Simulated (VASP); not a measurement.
# Al (Im-3m) in VASP: further runs

Al is run at these levels: PBEsol; tasks: single point, relaxation of cell and atoms.

All numbers are computed with VASP 6.6.1; they aren't measurements. Logs are shortened: lines on timing, memory, paths and dates and some standing lists are left out, and cuts for length are marked.

**1. The cell of the first run**

It takes space group Im-3m (No. 229, cubic). Conventional cell: a = 3.213 Å, b = 3.213 Å, c = 3.213 Å, α = 90.00°, β = 90.00°, γ = 90.00°. Within 3.7 Å of Al (site symmetry m-3m) lie 14 Al at 2.78 to 3.21 Å.

This isn't the form of Al at room conditions, which is fcc.

**2. Single point, PBEsol**

Input file INCAR:

```
PREC     = Accurate       # precision mode
ENCUT    = 500            # plane-wave cutoff, eV
EDIFF    = 1E-6           # SCF threshold, eV
ISMEAR   = 0              # smearing method
SIGMA    = 0.05           # smearing width, eV
LREAL    = F              # projectors in reciprocal space
LASPH    = T              # aspherical terms in the spheres
NELM     = 120            # most SCF steps
ALGO     = Normal         # electronic algorithm
ISIF     = 2              # what is computed and relaxed
LWAVE    = F              # write WAVECAR
LCHARG   = F              # write CHGCAR
GGA      = PS             # functional
NBANDS   = 8              # bands
GGA_COMPAT= F
```

Input file KPOINTS:

```
Automatic mesh
0
Gamma
  9 9 9
```

Input file POSCAR:

```
Al
1.0
   -1.6064952367      1.6064952367      1.6064952367
    1.6064952367     -1.6064952367      1.6064952367
    1.6064952367      1.6064952367     -1.6064952367
Al
1
Direct
    0.0000000000      0.0000000000      0.0000000000
```

Potentials or basis: VASP PAW PBE potentials, release 64 (Al).

The run is started by

```sh
$ cat potpaw_PBE.64/Al/POTCAR > POTCAR
$ mpirun -np 1 vasp_std > vasp.out
```

OUTCAR:

```text
PREC = Accurate
   ENCUT = 500
   EDIFF = 1E-6
   ISMEAR = 0
   LREAL = F
   LASPH = T
   NELM = 120
   ISIF = 2
   GGA = PS

 ion  position               nearest neighbor table
   1  0.000  0.000  0.000-

  LATTYP: Found a body centered cubic cell.
 ALAT       =     3.2129904734

  Lattice vectors:

 A1 = (  -1.6064952367,   1.6064952367,   1.6064952367)
 A2 = (   1.6064952367,  -1.6064952367,   1.6064952367)
 A3 = (   1.6064952367,   1.6064952367,  -1.6064952367)

Analysis of symmetry for initial positions (statically):
=====================================================================
 Subroutine PRICEL returns:
 Original cell was already a primitive cell.

 Routine SETGRP: Setting up the symmetry group for a
 body centered cubic supercell.

 Subroutine GETGRP returns: Found 48 space group operations
 (whereof 48 operations were pure point group operations)
 out of a pool of 48 trial point group operations.

The static configuration has the point symmetry O_h .

Analysis of symmetry for dynamics (positions and initial velocities):
=====================================================================
 Subroutine PRICEL returns:
 Original cell was already a primitive cell.

 Routine SETGRP: Setting up the symmetry group for a
 body centered cubic supercell.

 Subroutine GETGRP returns: Found 48 space group operations
 (whereof 48 operations were pure point group operations)
 out of a pool of 48 trial point group operations.

The dynamic configuration has the point symmetry O_h .

 Subroutine INISYM returns: Found 48 space group operations
 (whereof 48 operations are pure point group operations),
 and found     1 'primitive' translations

----------------------------------------------------------------------------------------

                                     Primitive cell

  volume of cell :      16.5843

  direct lattice vectors                    reciprocal lattice vectors
    -1.606495237  1.606495237  1.606495237     0.000000000  0.311236528  0.311236528
     1.606495237 -1.606495237  1.606495237     0.311236528  0.000000000  0.311236528
     1.606495237  1.606495237 -1.606495237     0.311236528  0.311236528  0.000000000

  length of vectors
     2.782531372  2.782531372  2.782531372     0.440154919  0.440154919  0.440154919

  position of ions in fractional coordinates (direct lattice)
     0.000000000  0.000000000  0.000000000

  ion indices of the primitive-cell ions
   primitive index   ion index
                 1           1

----------------------------------------------------------------------------------------

 KPOINTS: Automatic mesh

Automatic generation of k-mesh.
 Grid dimensions read from file:
 generate k-points for:    9    9    9

 Generating k-lattice:

  Cartesian coordinates                     Fractional coordinates (reciprocal lattice)
     0.000000000  0.034581836  0.034581836     0.111111111  0.000000000  0.000000000
     0.034581836  0.000000000  0.034581836     0.000000000  0.111111111  0.000000000
     0.034581836  0.034581836  0.000000000     0.000000000  0.000000000  0.111111111

  Length of vectors
     0.048906102  0.048906102  0.048906102

  Shift w.r.t. Gamma in fractional coordinates (k-lattice)
     0.000000000  0.000000000  0.000000000

 Subroutine IBZKPT returns following result:
 ===========================================

 Found     35 irreducible k-points:

 Following reciprocal coordinates:
            Coordinates               Weight
  0.000000  0.000000  0.000000      1.000000
  0.111111  0.000000  0.000000     12.000000
  0.222222  0.000000  0.000000     12.000000
  0.333333  0.000000  0.000000     12.000000
  0.444444  0.000000  0.000000     12.000000
  0.111111  0.111111  0.000000     24.000000
[... 16 lines left out ...]
 -0.333333  0.444444  0.111111     48.000000
 -0.444444 -0.444444  0.111111     24.000000
 [... further k-points ...]
   k-points           NKPTS =     35   k-points in BZ     NKDIM =     35   number of bands    NBANDS=      8
   number of dos      NEDOS =    301   number of ions     NIONS =      1
   total plane-waves  NPLWV =   8000
   dimension x,y,z NGX =    20 NGY =   20 NGZ =   20
   dimension x,y,z NGXF=    40 NGYF=   40 NGZF=   40
   ions per type =               1
   NGX,Y,Z   is equivalent  to a cutoff of  11.95, 11.95, 11.95 a.u.
   NGXF,Y,Z  is equivalent  to a cutoff of  23.90, 23.90, 23.90 a.u.
 SYSTEM =  unknown system
   PREC   = accura    normal or accurate (medium, high low for compatibility)
   ISTART =      0    job   : 0-new  1-cont  2-samecut
   ICHARG =      2    charge: 1-file 2-atom 10-const
   ISPIN  =      1    spin polarized calculation?
   LNONCOLLINEAR =      F non collinear calculations
   LSORBIT =      F    spin-orbit coupling
   LASPH  =      T    aspherical Exc in radial PAW
   ENCUT  =  500.0 eV  36.75 Ry    6.06 a.u.   5.07  5.07  5.07*2*pi/ulx,y,z
   NELM   =    120;   NELMIN=  2; NELMDL= -5     # of ELM steps
   EDIFF  = 0.1E-05   stopping-criterion for ELM
   LREAL  =      F    real-space projection
   EDIFFG = 0.1E-04   stopping-criterion for IOM
   NSW    =      0    number of steps for IOM
   IBRION =     -1    ionic relax: 0-MD 1-quasi-New 2-CG
   NFREE  =      0    steps in history (QN), initial steepest desc. (CG)
   ISIF   =      2    stress and relaxation
   ISYM   =      2    0-nonsym 1-usesym 2-fastsym
   POTIM  = 0.5000    time-step for ionic-motion
   TEBEG  =    0.0;   TEEND  =   0.0 temperature during run
   PSTRESS=    0.0 pullay stress
   NELECT =       3.0000    total number of electrons
   NUPDOWN=      -1.0000    fix difference up-down
   EMIN   =  10.00;   EMAX   =-10.00  energy-range for DOS
   EFERMI =   0.00;   METHOD = LEGACY
   ISMEAR =     0;   SIGMA  =   0.05  broadening in eV -4-tet -1-fermi 0-gaus
   EFERMI_NEDOS =   21; number of points for ismear=-14 and -15
   IALGO  =     38    algorithm
   IMIX   =      4    mixing-type and parameters
     AMIX     =   0.40;   BMIX     =  1.00
     AMIX_MAG =   1.60;   BMIX_MAG =  1.00
  volume/ion in A,a.u.               =      16.58       111.92
  Fermi-wavevector in a.u.,A,eV,Ry     =   0.925868  1.749637 11.663347  0.857232
  Thomas-Fermi vector in A             =   2.051769
   LORBIT       =      0    0 simple, 1 ext, 2 COOP (PROOUT), +10 PAW based schemes
   GGA     = PS    functional components
   LHFCALC =     F    Hartree Fock is set to
   AEXX    =    0.0000 exact exchange contribution
   IVDW    =     0    specifies the selected vdW correction
   LEPSILON=     F    determine dielectric tensor
   LRPA    =     F    only Hartree local field effects (RPA)
 non-spin polarized calculation
 Gauss-broadening in eV      SIGMA  =   0.05
  energy-cutoff  :      500.00
  volume of cell :       16.58
 maximum number of plane-waves:       432
   NGX = 11   NGY = 11   NGZ = 11

 number of electron       3.0000000 magnetization

 Free energy of the ion-electron system (eV)
  ---------------------------------------------------
  ext. energy  EPLUGINS =         0.00000000
  ---------------------------------------------------
  free energy    TOTEN  =        -3.98881059 eV

  energy without entropy =       -3.98868201  energy(sigma->0) =       -3.98874630

 E-fermi :   7.9870     XC(G=0): -10.2420

 val. band max:        7.7893358605   @ k =   0.2222   0.2222   0.2222
 cond. band min:       8.0687089353   @ k =  -0.3333   0.4444   0.1111
 fundamental gap:      0.2793730747
 Fermi energy:         7.9870030605

 k-point     1 :       0.0000    0.0000    0.0000
  band No.  band energies     occupation
      1      -3.1931      2.00000
      2      21.1093      0.00000
      3      21.1093      0.00000
      4      21.1093      0.00000
      5      22.5019      0.00000
      6      22.5019      0.00000
      7      22.5019      0.00000
      8      24.1438      0.00000

 k-point     2 :       0.1111    0.0000    0.0000
  band No.  band energies     occupation
      1      -2.8393      2.00000
      2      17.8230      0.00000
      3      19.4172      0.00000
      4      19.9282      0.00000
      5      21.3352      0.00000
      6      22.4306      0.00000
      7      23.6887      0.00000
      8      24.3154      0.00000

 k-point     3 :       0.2222    0.0000    0.0000
  band No.  band energies     occupation
      1      -1.7832      2.00000
      2      13.2725      0.00000
      3      17.7539      0.00000
      4      18.1833      0.00000
      5      19.6923      0.00000
      6      21.0023      0.00000
      7      25.1091      0.00000
      8      25.1165      0.00000

 k-point     4 :       0.3333    0.0000    0.0000
  band No.  band energies     occupation
      1      -0.0403      2.00000
      2       9.0794      0.00000
      3      16.6387      0.00000
      4      16.8912      0.00000
      5      18.5072      0.00000
      6      19.9247      0.00000
      7      26.4433      0.00000
      8      26.9774      0.00000

 k-point     5 :       0.4444    0.0000    0.0000
  band No.  band energies     occupation
      1       2.3595      2.00000
      2       5.4401      2.00000
      3      16.0825      0.00000
      4      16.2261      0.00000
      5      17.9035      0.00000
      6      19.3396      0.00000
      7      28.0705      0.00000
      8      29.1587      0.00000
[... 177 lines left out ...]
 k-point    22 :      -0.4444    0.4444    0.1111
  band No.  band energies     occupation
      1       2.6990      2.00000
      2       5.7736      2.00000
      3      13.6457      0.00000
      4      15.9544      0.00000
      5      19.2995      0.00000
      6      21.2462      0.00000
      7      24.1091      0.00000
      8      26.8704      0.00000

 k-point    23 :      -0.3333    0.4444    0.1111
  band No.  band energies     occupation
      1       2.0225      2.00000
      2       8.0687      0.02083
      3      11.0182      0.00000
      4      17.2094      0.00000
      5      19.2980      0.00000
      6      20.4530      0.00000
      7      24.6931      0.00000
      8      27.1109      0.00000

 k-point    24 :      -0.4444   -0.4444    0.1111
  band No.  band energies     occupation
      1       4.5016      2.00000
      2       4.9883      2.00000
      3      10.6882      0.00000
      4      16.9067      0.00000
      5      19.2744      0.00000
      6      22.3563      0.00000
      7      22.4458      0.00000
      8      26.6247      0.00000

 [... further k-points ...]

------------------------ aborting loop because EDIFF is reached ----------------------------------------

  FORCE on cell =-STRESS in cart. coord.  units (eV):
  Direction    XX          YY          ZZ          XY          YZ          ZX
  --------------------------------------------------------------------------------------
  -------------------------------------------------------------------------------------
  Total        0.0042751      0.0042751      0.0042751      0.0000000      0.0000000     -0.0000000
  in kB        0.4130046      0.4130046      0.4130046      0.0000000      0.0000000     -0.0000000
  external PRESSURE =       0.4130046 kB  Pullay stress =       0.0000000 kB

 VOLUME and BASIS-vectors are now :
 -----------------------------------------------------------------------------
  energy-cutoff  :      500.00
  volume of cell :       16.58
      direct lattice vectors                 reciprocal lattice vectors
    -1.606495237  1.606495237  1.606495237     0.000000000  0.311236528  0.311236528
     1.606495237 -1.606495237  1.606495237     0.311236528  0.000000000  0.311236528
     1.606495237  1.606495237 -1.606495237     0.311236528  0.311236528  0.000000000

 POSITION                                       TOTAL-FORCE (eV/Angst)
 -----------------------------------------------------------------------------------
      0.00000      0.00000      0.00000         0.000000     -0.000000      0.000000
 -----------------------------------------------------------------------------------
    total drift:                                0.000000     -0.000000     -0.000000

  FREE ENERGIE OF THE ION-ELECTRON SYSTEM (eV)
  ---------------------------------------------------
  free  energy   TOTEN  =        -3.9888105939 eV

  energy  without entropy=       -3.9886820074  energy(sigma->0) =       -3.98874630
```

Run time: 4.2 s. Hardware: 1 thread of Intel Xeon Platinum 8259CL at 2.50GHz (Skylake/Cascade Lake), shared host; peak memory 0.12 GiB.

What came out:

- Free energy: -3.9888 eV
- Pressure: 0.0 GPa
- Band gap on the k mesh: zero (an odd number of electrons rules out a gap without spin polarisation)

Levels at points of the mesh, in eV from the Fermi level:
```
           k point  band 1  band 2  band 3  band 4  band 5
(0.00, 0.00, 0.00)  -11.18   13.12   13.12   13.12   14.51
```

Caveat: the PAW data sets were made with another functional, which shifts forces and pressure a little.

[end of part 1 of 2]
